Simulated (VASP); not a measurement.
Write the native input for VASP 6.6.1 that does the following.

| Item | Value |
| --- | --- |
| Task | single point |
| Functional | r2SCAN |
| Dispersion | D3(BJ) |
| Potentials or basis | VASP PAW PBE potentials, release 64 (Ti_sv, O) |
| Cutoff | 520 eV |
| k mesh | 6 × 6 × 5 |
| Occupations | fermi-dirac, width 0.05 eV |
| Spin | no spin polarisation |
| Dipole correction | no |
| Further INCAR settings | ALGO = Normal; EDIFF = 1e-06; NBANDS = 46 |

Crystal: TiO2.

```
Ti O
1.0
     5.42013    0.00000    0.00000
    -2.71006    4.69397    0.00000
     0.00000    0.00000    5.90879
Ti O
3 6
Direct
  0.45332 0.00000 0.33333
  0.00000 0.45332 0.66667
  0.54668 0.54668 0.00000
  0.58766 0.87918 0.10368
  0.70849 0.12082 0.56299
  0.29151 0.41234 0.77035
  0.87918 0.58766 0.89632
  0.12082 0.70849 0.43701
  0.41234 0.29151 0.22965
```

One way to write it, as run:

POSCAR

```
TiO2
1.0
    5.4201272914      0.0000000000      0.0000000000
   -2.7100636457      4.6939679261      0.0000000000
    0.0000000000      0.0000000000      5.9087866404
Ti O
3 6
Direct
    0.4533227510      0.0000000000      0.3333333333
    0.0000000000      0.4533227510      0.6666666667
    0.5466772490      0.5466772490      0.0000000000
    0.5876639642      0.8791786347      0.1036800607
    0.7084853295      0.1208213653      0.5629866060
    0.2915146705      0.4123360358      0.7703467273
    0.8791786347      0.5876639642      0.8963199393
    0.1208213653      0.7084853295      0.4370133940
    0.4123360358      0.2915146705      0.2296532727
```

INCAR.step1

```
ALGO = Normal
EDIFF = 1E-4
ENCUT = 520
GGA = PE
ISMEAR = -1
LASPH = T
LCHARG = F
LREAL = F
LWAVE = T
NBANDS = 46
NELM = 100
PREC = Accurate
SIGMA = 0.05
```

INCAR.step2

```
ALGO = Normal
EDIFF = 1E-6
ENCUT = 520
ISIF = 2
ISMEAR = -1
ISTART = 1
IVDW = 12
LASPH = T
LCHARG = F
LMIXTAU = T
LREAL = F
LWAVE = F
METAGGA = R2SCAN
NBANDS = 46
NELM = 100
PREC = Accurate
SIGMA = 0.05
VDW_A1 = 0.49484001
VDW_A2 = 5.73083694
VDW_S6 = 1.0
VDW_S8 = 0.78981345
```

KPOINTS

```
k-points
0
Gamma
  6 6 5
```

Potentials or basis: VASP PAW PBE potentials, release 64 (Ti_sv, O).

Launch:

```sh
$ cat potpaw_PBE.64/Ti_sv/POTCAR potpaw_PBE.64/O/POTCAR > POTCAR
$ cp INCAR.step1 INCAR
$ mpirun -np 1 vasp_std > vasp.out
$ cp INCAR.step2 INCAR
$ mpirun -np 1 vasp_std > vasp.out
```

Results of the run:

```
Pressure                   : 0.8 GPa
Largest force              : 0.080 eV/Å
Band gap on the k mesh     : 4.14 eV (least direct gap 4.21 eV)
Dispersion energy per atom : -0.073 eV
```

Caveat: the PAW data sets were made with another functional, which shifts forces and pressure a little; an odd mesh through Γ misses points on the zone boundary, where band edges can lie.

It took 7.2 min on 1 thread of Intel(R) Xeon(R) 6975P-C (Granite Rapids), on a shared host, peak memory 0.37 GiB.
